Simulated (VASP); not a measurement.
# Pt (Fm-3m) in VASP: single point with LDA

Aim: the single point of Pt with LDA.

Everything below comes from runs of VASP 6.6.1. Logs are shortened: lines on timing, memory, paths and dates and some standing lists are left out, and cuts for length are marked.

## Step 1: The cell of the first run

It takes space group Fm-3m (No. 225, cubic). The conventional cell has a = 3.894 Å, b = 3.894 Å, c = 3.894 Å, α = 90.00°, β = 90.00°, γ = 90.00°. Within 3.6 Å of Pt (site symmetry m-3m) lie 12 Pt at 2.75 Å.

## Step 2: Single point, LDA

File INCAR:

```
PREC = Accurate
ENCUT = 500
EDIFF = 1E-6
ISMEAR = 0
SIGMA = 0.1
LREAL = F
LASPH = T
NELM = 120
ALGO = Normal
ISIF = 2
LWAVE = F
LCHARG = F
NBANDS = 11
GGA_COMPAT = F
```

File KPOINTS:

```
regular mesh
0
Gamma
  18 18 18
```

File POSCAR:

```
Pt
1.0
    0.0000000000      1.9467946781      1.9467946781
    1.9467946781      0.0000000000      1.9467946781
    1.9467946781      1.9467946781      0.0000000000
Pt
1
Direct
    0.0000000000      0.0000000000      0.0000000000
```

Potentials or basis: VASP PAW LDA potentials, release 64 (Pt).

Command:

```console
cat potpaw_LDA.64/Pt/POTCAR > POTCAR
mpirun -np 1 vasp_std > vasp.out
```

OUTCAR:

```text
PREC = Accurate
   ENCUT = 500
   EDIFF = 1E-6
   ISMEAR = 0
   LREAL = F
   LASPH = T
   NELM = 120
   ISIF = 2

 ion  position               nearest neighbor table
   1  0.000  0.000  0.000-

  LATTYP: Found a face centered cubic cell.
 ALAT       =     3.8935893562

  Lattice vectors:

 A1 = (   0.0000000000,   1.9467946781,   1.9467946781)
 A2 = (   1.9467946781,   0.0000000000,   1.9467946781)
 A3 = (   1.9467946781,   1.9467946781,   0.0000000000)

Analysis of symmetry for initial positions (statically):
=====================================================================
 Subroutine PRICEL returns:
 Original cell was already a primitive cell.

 Routine SETGRP: Setting up the symmetry group for a
 face centered cubic supercell.

 Subroutine GETGRP returns: Found 48 space group operations
 (whereof 48 operations were pure point group operations)
 out of a pool of 48 trial point group operations.

The static configuration has the point symmetry O_h .

Analysis of symmetry for dynamics (positions and initial velocities):
=====================================================================
 Subroutine PRICEL returns:
 Original cell was already a primitive cell.

 Routine SETGRP: Setting up the symmetry group for a
 face centered cubic supercell.

 Subroutine GETGRP returns: Found 48 space group operations
 (whereof 48 operations were pure point group operations)
 out of a pool of 48 trial point group operations.

The dynamic configuration has the point symmetry O_h .

 Subroutine INISYM returns: Found 48 space group operations
 (whereof 48 operations are pure point group operations),
 and found     1 'primitive' translations

----------------------------------------------------------------------------------------

                                     Primitive cell

  volume of cell :      14.7567

  direct lattice vectors                    reciprocal lattice vectors
     0.000000000  1.946794678  1.946794678    -0.256832426  0.256832426  0.256832426
     1.946794678  0.000000000  1.946794678     0.256832426 -0.256832426  0.256832426
     1.946794678  1.946794678  0.000000000     0.256832426  0.256832426 -0.256832426

  length of vectors
     2.753183437  2.753183437  2.753183437     0.444846811  0.444846811  0.444846811

  position of ions in fractional coordinates (direct lattice)
     0.000000000  0.000000000  0.000000000

  ion indices of the primitive-cell ions
   primitive index   ion index
                 1           1

[... 78 lines left out ...]
   ISYM   =      2    0-nonsym 1-usesym 2-fastsym
   POTIM  = 0.5000    time-step for ionic-motion
   TEBEG  =    0.0;   TEEND  =   0.0 temperature during run
   PSTRESS=    0.0 pullay stress
   NELECT =      10.0000    total number of electrons
   NUPDOWN=      -1.0000    fix difference up-down
   EMIN   =  10.00;   EMAX   =-10.00  energy-range for DOS
   EFERMI =   0.00;   METHOD = LEGACY
   ISMEAR =     0;   SIGMA  =   0.10  broadening in eV -4-tet -1-fermi 0-gaus
   EFERMI_NEDOS =   21; number of points for ismear=-14 and -15
   IALGO  =     38    algorithm
   IMIX   =      4    mixing-type and parameters
     AMIX     =   0.40;   BMIX     =  1.00
     AMIX_MAG =   1.60;   BMIX_MAG =  1.00
  volume/ion in A,a.u.               =      14.76        99.58
  Fermi-wavevector in a.u.,A,eV,Ry     =   1.437953  2.717337 28.132885  2.067709
  Thomas-Fermi vector in A             =   2.556974
   LORBIT       =      0    0 simple, 1 ext, 2 COOP (PROOUT), +10 PAW based schemes
   GGA     = CA    functional components
   LHFCALC =     F    Hartree Fock is set to
   AEXX    =    0.0000 exact exchange contribution
   IVDW    =     0    specifies the selected vdW correction
   LEPSILON=     F    determine dielectric tensor
   LRPA    =     F    only Hartree local field effects (RPA)
 non-spin polarized calculation
 Gauss-broadening in eV      SIGMA  =   0.10
  energy-cutoff  :      500.00
  volume of cell :       14.76
 maximum number of plane-waves:       388
   NGX =  9   NGY =  9   NGZ =  9

 number of electron      10.0000000 magnetization

 Free energy of the ion-electron system (eV)
  ---------------------------------------------------
  ext. energy  EPLUGINS =         0.00000000
  ---------------------------------------------------
  free energy    TOTEN  =        -7.50697719 eV

  energy without entropy =       -7.49667056  energy(sigma->0) =       -7.50182387

 E-fermi :  11.5712     XC(G=0): -13.8141

 val. band max:       11.5664806407   @ k =  -0.3333   0.3889   0.1111
 cond. band min:      11.5823482731   @ k =   0.3889   0.2222   0.0000
 fundamental gap:      0.0158676324
 Fermi energy:        11.5711584058

 k-point     1 :       0.0000    0.0000    0.0000
  band No.  band energies     occupation
      1       1.0761      2.00000
      2       7.6115      2.00000
      3       7.6115      2.00000
      4       7.6115      2.00000
      5       9.8828      2.00000
      6       9.8828      2.00000
      7      26.1251      0.00000
      8      31.1701      0.00000
      9      31.1701      0.00000
     10      31.1701      0.00000
     11      36.7037      0.00000
[... 309 lines left out ...]
 k-point    24 :      -0.2222    0.0556    0.0000
  band No.  band energies     occupation
      1       3.1568      2.00000
      2       7.1051      2.00000
      3       8.0238      2.00000
      4       8.0929      2.00000
      5       9.6677      2.00000
      6      10.3800      2.00000
      7      25.3590      0.00000
      8      28.1627      0.00000
      9      32.8162      0.00000
     10      34.1766      0.00000
     11      35.4387      0.00000

 [... further k-points ...]

------------------------ aborting loop because EDIFF is reached ----------------------------------------

  FORCE on cell =-STRESS in cart. coord.  units (eV):
  Direction    XX          YY          ZZ          XY          YZ          ZX
  --------------------------------------------------------------------------------------
  -------------------------------------------------------------------------------------
  Total        0.0750083      0.0750083      0.0750083      0.0000000      0.0000000      0.0000000
  in kB        8.1438494      8.1438494      8.1438494      0.0000000      0.0000000      0.0000000
  external PRESSURE =       8.1438494 kB  Pullay stress =       0.0000000 kB

 VOLUME and BASIS-vectors are now :
 -----------------------------------------------------------------------------
  energy-cutoff  :      500.00
  volume of cell :       14.76
      direct lattice vectors                 reciprocal lattice vectors
     0.000000000  1.946794678  1.946794678    -0.256832426  0.256832426  0.256832426
     1.946794678  0.000000000  1.946794678     0.256832426 -0.256832426  0.256832426
     1.946794678  1.946794678  0.000000000     0.256832426  0.256832426 -0.256832426

 POSITION                                       TOTAL-FORCE (eV/Angst)
 -----------------------------------------------------------------------------------
      0.00000      0.00000      0.00000         0.000000      0.000000     -0.000000
 -----------------------------------------------------------------------------------
    total drift:                               -0.000000     -0.000000     -0.000000

  FREE ENERGIE OF THE ION-ELECTRON SYSTEM (eV)
  ---------------------------------------------------
  free  energy   TOTEN  =        -7.5069771890 eV

  energy  without entropy=       -7.4966705551  energy(sigma->0) =       -7.50182387
```

stdout:

```text
POSCAR found type information on POSCAR Pt
 POSCAR found :  1 types and       1 ions
 scaLAPACK will be used
 LDA part: xc-table for (Slater(with rela. corr.)+CA(PZ))
 , standard interpolation
 POSCAR, INCAR and KPOINTS ok, starting setup
 FFT: planning ... GRIDC
 FFT: planning ... GRID_SOFT
 FFT: planning ... GRID
 WAVECAR not read
 entering main loop
```

Wall time 18 s (1 thread of AMD EPYC 7R13 (Zen 3), shared host); peak memory 0.11 GiB.

What came out:

```
Free energy            : -7.5070 eV
Pressure               : 0.8 GPa
Band gap on the k mesh : zero (bands 5 and 6 overlap by 2.32 eV)
```

Caveat: spin-orbit coupling is left out, which moves the levels of the heavy elements.
